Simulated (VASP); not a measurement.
# SiC (Cm) in VASP: further runs

Runs on SiC. Level: r2SCAN. Tasks: single point.

Program: VASP 6.6.1. These are calculated values, not measurements. Logs are shortened: lines on timing, memory, paths and dates and some standing lists are left out, and cuts for length are marked.

## Step 1: The cell of the first run

It takes space group Cm (No. 8, monoclinic). The conventional cell has a = 5.328 Å, b = 3.076 Å, c = 10.135 Å, α = 90.00°, β = 95.03°, γ = 90.00°. Within 2.5 Å of Si (site symmetry m) lie 4 C at 1.87 to 1.94 Å. Within 2.5 Å of Si (site symmetry m) lie 4 C at 1.87 to 1.94 Å. Si (site symmetry m) has 4 C at 1.87 to 2.14 Å within 2.5 Å. Within 2.5 Å of Si (site symmetry m) lie 4 C at 1.87 to 1.94 Å. C (site symmetry m) has 4 Si at 1.87 to 1.94 Å within 2.5 Å. Within 2.5 Å of C (site symmetry m) lie 4 Si at 1.87 to 1.94 Å. C (site symmetry m) has 4 Si at 1.87 to 2.14 Å within 2.5 Å. Within 2.5 Å of C (site symmetry m) lie 4 Si at 1.87 to 1.94 Å.

## Step 2: Single point, r2SCAN

Contents of POSCAR:

```
SiC
1.0
   -3.0759982064      0.0000000000      0.0000000000
   -1.5379991032     -2.6638925888      0.0000000000
   -3.8448439581     -2.2198216942     10.0960000000
Si C
4 4
Direct
   -0.2114365417     -0.2114365417      0.6537500000
    0.2052134583      0.2052134583      0.1537500000
   -0.0864282083     -0.0864282083      0.9037500000
    0.3302217917      0.3302217917      0.4037500000
   -0.3718467917     -0.3718467917      0.8462500000
    0.0448032083      0.0448032083      0.3462500000
    0.5864615417      0.5864615417      0.0962500000
    0.1698115417      0.1698115417      0.5962500000
```

Contents of INCAR.step1:

```
SYSTEM = SiC
PREC = Accurate
ENCUT = 520
ISMEAR = 0
SIGMA = 0.05
LREAL = .False.
LASPH = .True.
NELM = 100
NBANDS = 26
GGA = PE
ALGO = Normal
EDIFF = 1E-4
LWAVE = .True.
LCHARG = .False.
```

Contents of INCAR.step2:

```
SYSTEM = SiC
PREC = Accurate
ENCUT = 520
EDIFF = 1E-7
ISMEAR = 0
SIGMA = 0.05
LREAL = .False.
LASPH = .True.
NELM = 100
ALGO = Normal
ISIF = 2
LWAVE = .False.
LCHARG = .False.
METAGGA = R2SCAN
LMIXTAU = .True.
NBANDS = 26
ISTART = 1
```

Contents of KPOINTS:

```
Automatic mesh
0
Gamma
  8 8 3
  0 0 0
```

Potentials or basis: VASP PAW PBE potentials, release 64 (Si, C).

Run with:

```console
$ cat potpaw_PBE.64/Si/POTCAR potpaw_PBE.64/C/POTCAR > POTCAR
$ cp INCAR.step1 INCAR
$ mpirun -np 1 vasp_std > vasp.out
$ cp INCAR.step2 INCAR
$ mpirun -np 1 vasp_std > vasp.out
```

OUTCAR:

```text
SYSTEM = SiC
   PREC = Accurate
   ENCUT = 520
   EDIFF = 1E-7
   ISMEAR = 0
   LREAL = .False.
   LASPH = .True.
   NELM = 100
   ISIF = 2
   METAGGA = R2SCAN
   ISTART = 1

 ion  position               nearest neighbor table
   1  0.789  0.789  0.654-   8 1.87   8 1.87   8 1.87   5 1.94   3 3.09   4 3.09   4 3.09   3 3.09
                             3 3.09   4 3.09
   2  0.205  0.205  0.154-   7 1.87   7 1.87   7 1.87   6 1.94   3 2.96   3 2.96   4 3.09   4 3.09
                             4 3.09
   3  0.914  0.914  0.904-   5 1.87   5 1.87   5 1.87   7 2.14   2 2.96   2 2.96   1 3.09   1 3.09
                             1 3.09
   4  0.330  0.330  0.404-   6 1.87   6 1.87   6 1.87   8 1.94   2 3.09   1 3.09   1 3.09   2 3.09
                             2 3.09   1 3.09
   5  0.628  0.628  0.846-   3 1.87   3 1.87   3 1.87   1 1.94
   6  0.045  0.045  0.346-   4 1.87   4 1.87   4 1.87   2 1.94
   7  0.586  0.586  0.096-   2 1.87   2 1.87   2 1.87   3 2.14
   8  0.170  0.170  0.596-   1 1.87   1 1.87   1 1.87   4 1.94

  LATTYP: Found a base centered monoclinic cell.
 ALAT       =     5.3277851775
 B/A-ratio  =     0.5773502692
 C/A-ratio  =     1.9022894404
 COS(beta)  =    -0.0876312492

  Lattice vectors:

 A1 = (  -3.0759982064,   0.0000000000,   0.0000000000)
 A2 = (  -1.5379991032,  -2.6638925888,   0.0000000000)
 A3 = (   0.7691533515,   0.4440708946,  10.0960000000)

Analysis of symmetry for initial positions (statically):
=====================================================================
 Subroutine PRICEL returns:
 Original cell was already a primitive cell.

 Routine SETGRP: Setting up the symmetry group for a
 base centered monoclinic supercell.

 Subroutine GETGRP returns: Found  2 space group operations
 (whereof  2 operations were pure point group operations)
 out of a pool of  4 trial point group operations.

The static configuration has the point symmetry C_1h.

Analysis of symmetry for dynamics (positions and initial velocities):
=====================================================================
 Subroutine PRICEL returns:
 Original cell was already a primitive cell.

 Routine SETGRP: Setting up the symmetry group for a
 base centered monoclinic supercell.

 Subroutine GETGRP returns: Found  2 space group operations
[... 117 lines left out ...]
   EDIFFG = 0.1E-05   stopping-criterion for IOM
   NSW    =      0    number of steps for IOM
   IBRION =     -1    ionic relax: 0-MD 1-quasi-New 2-CG
   NFREE  =      0    steps in history (QN), initial steepest desc. (CG)
   ISIF   =      2    stress and relaxation
   ISYM   =      2    0-nonsym 1-usesym 2-fastsym
   POTIM  = 0.5000    time-step for ionic-motion
   TEBEG  =    0.0;   TEEND  =   0.0 temperature during run
   PSTRESS=    0.0 pullay stress
   NELECT =      32.0000    total number of electrons
   NUPDOWN=      -1.0000    fix difference up-down
   EMIN   =  10.00;   EMAX   =-10.00  energy-range for DOS
   EFERMI =   0.00;   METHOD = LEGACY
   ISMEAR =     0;   SIGMA  =   0.05  broadening in eV -4-tet -1-fermi 0-gaus
   EFERMI_NEDOS =   21; number of points for ismear=-14 and -15
   IALGO  =     38    algorithm
   IMIX   =      4    mixing-type and parameters
     AMIX     =   0.40;   BMIX     =  1.00
     AMIX_MAG =   1.60;   BMIX_MAG =  1.00
  volume/ion in A,a.u.               =      10.34        69.78
  Fermi-wavevector in a.u.,A,eV,Ry     =   1.192818  2.254099 19.358564  1.422814
  Thomas-Fermi vector in A             =   2.328847
   LORBIT       =      0    0 simple, 1 ext, 2 COOP (PROOUT), +10 PAW based schemes
   METAGGA = R2SCAN    functional components
   LHFCALC =     F    Hartree Fock is set to
   AEXX    =    0.0000 exact exchange contribution
   IVDW    =     0    specifies the selected vdW correction
   LEPSILON=     F    determine dielectric tensor
   LRPA    =     F    only Hartree local field effects (RPA)
 non-spin polarized calculation
 Gauss-broadening in eV      SIGMA  =   0.05
  energy-cutoff  :      520.00
  volume of cell :       82.73
 maximum number of plane-waves:      2242
   NGX = 11   NGY = 11   NGZ = 41

 number of electron      31.9999998 magnetization

 Free energy of the ion-electron system (eV)
  ---------------------------------------------------
  ext. energy  EPLUGINS =         0.00000000
  ---------------------------------------------------
  free energy    TOTEN  =       -75.91877225 eV

  energy without entropy =      -75.91877225  energy(sigma->0) =      -75.91877225

 E-fermi :   9.0205     XC(G=0): -11.9531

 val. band max:        8.7948154370   @ k =   0.0000   0.0000   0.0000
 cond. band min:      10.8524086472   @ k =   0.5000   0.5000  -0.0000
 fundamental gap:      2.0575932103
 Fermi energy:         9.0205247072

 k-point     1 :       0.0000    0.0000    0.0000
  band No.  band energies     occupation
      1      -8.1951      2.00000
      2      -6.9929      2.00000
      3      -6.9169      2.00000
      4      -4.6183      2.00000
      5      -0.5990      2.00000
      6       3.6442      2.00000
[... 685 lines left out ...]
     25      17.2080      0.00000
     26      17.7838      0.00000

 [... further k-points ...]

------------------------ aborting loop because EDIFF is reached ----------------------------------------

  FORCE on cell =-STRESS in cart. coord.  units (eV):
  Direction    XX          YY          ZZ          XY          YZ          ZX
  --------------------------------------------------------------------------------------
  -------------------------------------------------------------------------------------
  Total       -0.8675427     -0.2412685      0.6127813     -0.5423693     -3.4284250     -5.9382058
  in kB      -16.8015479     -4.6726048     11.8676295    -10.5039728    -66.3977100   -115.0041996
  external PRESSURE =      -3.2021744 kB  Pullay stress =       0.0000000 kB

 VOLUME and BASIS-vectors are now :
 -----------------------------------------------------------------------------
  energy-cutoff  :      520.00
  volume of cell :       82.73
      direct lattice vectors                 reciprocal lattice vectors
    -3.075998206  0.000000000  0.000000000    -0.325097719  0.187695255 -0.082537639
    -1.537999103 -2.663892589  0.000000000     0.000000000 -0.375390511 -0.082537639
    -3.844843958 -2.219821694 10.096000000     0.000000000  0.000000000  0.099049128

 POSITION                                       TOTAL-FORCE (eV/Angst)
 -----------------------------------------------------------------------------------
     -6.15200     -3.55186      6.60026         0.213597      0.123320      0.507195
     -1.53800     -0.88796      1.55226         0.084131      0.048573      0.876929
     -7.69000     -4.43982      9.12426         1.649496      0.952337      0.796917
     -3.07600     -1.77593      4.07626        -0.012749     -0.007361      0.621994
     -6.15200     -3.55186      8.54374         0.413500      0.238734     -1.109552
     -1.53800     -0.88796      3.49574        -0.170434     -0.098400     -0.577948
     -3.07600     -1.77593      0.97174        -2.194478     -1.266983     -0.456828
     -3.07600     -1.77593      6.01974         0.016937      0.009779     -0.658705
 -----------------------------------------------------------------------------------
    total drift:                               -0.000142     -0.000082     -0.001002

  FREE ENERGIE OF THE ION-ELECTRON SYSTEM (eV)
  ---------------------------------------------------
  free  energy   TOTEN  =       -75.9187722476 eV

  energy  without entropy=      -75.9187722476  energy(sigma->0) =      -75.91877225
```

OUTCAR.step1:

```text
SYSTEM = SiC
   PREC = Accurate
   ENCUT = 520
   ISMEAR = 0
   LREAL = .False.
   LASPH = .True.
   NELM = 100
[... 946 lines left out ...]
     -1.53800     -0.88796      3.49574        -0.160397     -0.092606     -0.569931
     -3.07600     -1.77593      0.97174        -1.989839     -1.148834     -0.554325
     -3.07600     -1.77593      6.01974         0.016921      0.009770     -0.649663
 -----------------------------------------------------------------------------------
    total drift:                               -0.000606     -0.000350      0.001608

  FREE ENERGIE OF THE ION-ELECTRON SYSTEM (eV)
  ---------------------------------------------------
  free  energy   TOTEN  =       -58.9643137151 eV

  energy  without entropy=      -58.9643137151  energy(sigma->0) =      -58.96431372
```

OSZICAR.step1:

```text
N       E                     dE             d eps       ncg     rms          rms(c)
DAV:   1     0.746825842686E+02    0.74683E+02   -0.14450E+04  2964   0.111E+03
DAV:   2    -0.593690815215E+02   -0.13405E+03   -0.12374E+03  3892   0.194E+02
DAV:   3    -0.663272359217E+02   -0.69582E+01   -0.69088E+01  4008   0.417E+01
DAV:   4    -0.664134742790E+02   -0.86238E-01   -0.86128E-01  3856   0.541E+00
DAV:   5    -0.664150010013E+02   -0.15267E-02   -0.15259E-02  3976   0.678E-01    0.176E+01
DAV:   6    -0.591458658348E+02    0.72691E+01   -0.19201E+01  3776   0.194E+01    0.783E+00
DAV:   7    -0.589994728062E+02    0.14639E+00   -0.20174E+00  4064   0.650E+00    0.340E+00
DAV:   8    -0.589667459133E+02    0.32727E-01   -0.11122E-01  3638   0.163E+00    0.107E+00
DAV:   9    -0.589637423337E+02    0.30036E-02   -0.16141E-02  3894   0.706E-01    0.179E-01
DAV:  10    -0.589641770599E+02   -0.43473E-03   -0.13706E-03  3706   0.191E-01    0.914E-02
DAV:  11    -0.589643116541E+02   -0.13459E-03   -0.16871E-04  2656   0.844E-02    0.179E-02
DAV:  12    -0.589643137151E+02   -0.20610E-05   -0.21767E-05  1888   0.282E-02
   1 F= -.58964314E+02 E0= -.58964314E+02  d E =-.104256E-16
```

Run time: 5 min. Hardware: 1 thread of Intel Xeon 6975P-C, shared host; peak memory 0.27 GiB.

What came out:

| Property | Result |
| --- | --- |
| Free energy | -75.9188 eV |
| Pressure | -0.3 GPa |
| Largest force | 2.575 eV/Å |
| Band gap on the k mesh | 2.06 eV, indirect (least direct gap 3.50 eV) |

Forces on the atoms (eV/Å):
```
Si   0.214  0.123  0.507
Si   0.084  0.049  0.877
Si   1.649  0.952  0.797
Si  -0.013 -0.007  0.622
C    0.413  0.239 -1.110
C   -0.170 -0.098 -0.578
C   -2.194 -1.267 -0.457
C    0.017  0.010 -0.659
```

Levels at points of the mesh, in eV from the valence-band top:
```tsv
k point	band 14	band 15	band 16	band 17	band 18	band 19
(0.00, 0.00, 0.00)	-0.92	-0.86	0.00	4.94	5.05	5.80
(0.50, 0.00, 0.00)	-2.93	-2.34	-1.67	2.26	2.62	3.07
(0.50, 0.50, 0.00)	-3.09	-2.05	-1.60	2.06	2.34	3.19
```

Caveat: the PAW data sets were made with another functional, which shifts forces and pressure a little. A k mesh can miss the band edges.

## Step 3: Single point, r2SCAN

Contents of POSCAR:

```
SiC
1.0
   -3.0759982064      0.0000000000      0.0000000000
   -1.5379991032     -2.6638925888      0.0000000000
   -4.2296513338     -2.4419903361     10.0960000000
Si C
4 4
Direct
   -0.2659592917     -0.2659592917      0.6537500000
    0.1923907083      0.1923907083      0.1537500000
   -0.1618009583     -0.1618009583      0.9037500000
    0.2965490417      0.2965490417      0.4037500000
   -0.4424240417     -0.4424240417      0.8462500000
    0.0159259583      0.0159259583      0.3462500000
    0.5784342917      0.5784342917      0.0962500000
    0.1200842917      0.1200842917      0.5962500000
```

Contents of INCAR.step1:

```
SYSTEM = SiC
ALGO = Normal
EDIFF = 1E-4
ENCUT = 520
GGA = PE
ISMEAR = 0
LASPH = .True.
LCHARG = .False.
LREAL = .False.
LWAVE = .True.
NBANDS = 26
NELM = 80
PREC = Accurate
SIGMA = 0.05
```

Contents of INCAR.step2:

```
SYSTEM = SiC
ALGO = Normal
EDIFF = 1E-7
ENCUT = 520
ISIF = 2
ISMEAR = 0
ISTART = 1
LASPH = .True.
LCHARG = .True.
LELF = .True.
LMIXTAU = .True.
LREAL = .False.
LVHAR = .True.
LWAVE = .False.
METAGGA = R2SCAN
NBANDS = 26
NELM = 80
PREC = Accurate
SIGMA = 0.05
```

Contents of KPOINTS:

```
k-points
0
Gamma
  8 8 3
  0 0 0
```

Potentials or basis: VASP PAW PBE potentials, release 64 (Si, C).

Run with:

```console
$ cat potpaw_PBE.64/Si/POTCAR potpaw_PBE.64/C/POTCAR > POTCAR
$ cp INCAR.step1 INCAR
$ mpirun -np 1 vasp_std > vasp.out
$ cp INCAR.step2 INCAR
$ mpirun -np 1 vasp_std > vasp.out
```

Run time: 5.1 min. Hardware: 1 thread of Intel Xeon Platinum 8488C (Sapphire Rapids), shared host; peak memory 0.26 GiB.

It converged, with:

- Free energy: -76.8688 eV
- Pressure: -0.2 GPa
- Largest force: 1.572 eV/Å
- Band gap on the k mesh: 2.70 eV, indirect (least direct gap 4.44 eV)

Forces on the atoms (eV/Å):
```
Si   0.106  0.061  0.697
Si  -0.029 -0.017  0.827
Si   1.040  0.601  0.866
Si  -0.009 -0.005  0.725
C    0.128  0.074 -0.834
C   -0.088 -0.051 -0.713
C   -1.155 -0.667 -0.832
C    0.007  0.004 -0.735
```

Stress tensor (GPa, compression positive):
```
 0.73  0.00 -6.22
 0.00  0.73 -3.59
-6.22 -3.59 -2.10
```

Levels at points of the mesh, in eV from the valence-band top:
```
           k point  band 14  band 15  band 16  band 17  band 18  band 19
(0.00, 0.00, 0.00)    -0.60    -0.60     0.00     5.02     5.90     6.07
(0.50, 0.00, 0.00)    -2.62    -2.19    -1.95     2.97     3.13     3.33
(0.50, 0.50, 0.00)    -2.84    -2.15    -1.81     2.70     3.09     3.44
```

Caveat: the PAW data sets were made with another functional, which shifts forces and pressure a little.
